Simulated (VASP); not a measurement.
Input of a VASP 6.6.1 run:

POSCAR

```
FeGe
1.0
    3.0161735380      0.0000000000      0.0000000000
    0.0000000000      3.0161735380      0.0000000000
    0.0000000000      0.0000000000      3.0161735380
Fe Ge
1 1
Direct
    0.0000000000      0.0000000000      0.0000000000
    0.4633440200      0.4507515000      0.4535288900
```

File INCAR.step1:

```
ALGO = Normal
EDIFF = 1E-4
ENCUT = 520
GGA = PE
ISMEAR = 0
ISPIN = 2
LASPH = True
LCHARG = False
LMAXMIX = 4
LREAL = False
LWAVE = True
MAGMOM = 4 0
NBANDS = 22
NELM = 150
PREC = Accurate
SIGMA = 0.05
```

The input INCAR.step2:

```
ALGO = Normal
EDIFF = 1E-7
ENCUT = 520
ISIF = 2
ISMEAR = 0
ISPIN = 2
ISTART = 1
LASPH = True
LCHARG = False
LMAXMIX = 4
LMIXTAU = True
LORBIT = 11
LREAL = False
LWAVE = False
MAGMOM = 4 0
METAGGA = R2SCAN
NBANDS = 22
NELM = 150
PREC = Accurate
SIGMA = 0.05
```

Contents of KPOINTS:

```
k-points
0
Gamma
  3 3 3
```

Potentials or basis: VASP PAW PBE potentials, release 64 (Fe, Ge_d).

The run is started by

```console
$ cat potpaw_PBE.64/Fe/POTCAR potpaw_PBE.64/Ge_d/POTCAR > POTCAR
$ cp INCAR.step1 INCAR
$ mpirun -np 1 vasp_std > vasp.out
$ cp INCAR.step2 INCAR
$ mpirun -np 1 vasp_std > vasp.out
```

Problem. What does it give for the net moment?

Solution. 1.93 μB per cell.

Problem. Predict the largest force.

Solution. 0.944 eV/Å.

Forces in eV/Å, atoms in the order of the input:
```
Fe  -0.461 -0.596 -0.568
Ge   0.461  0.596  0.568
```

Caveat: the k points lie up to 0.69 Å⁻¹ apart; the PAW data sets were made with another functional, which shifts forces and pressure a little.
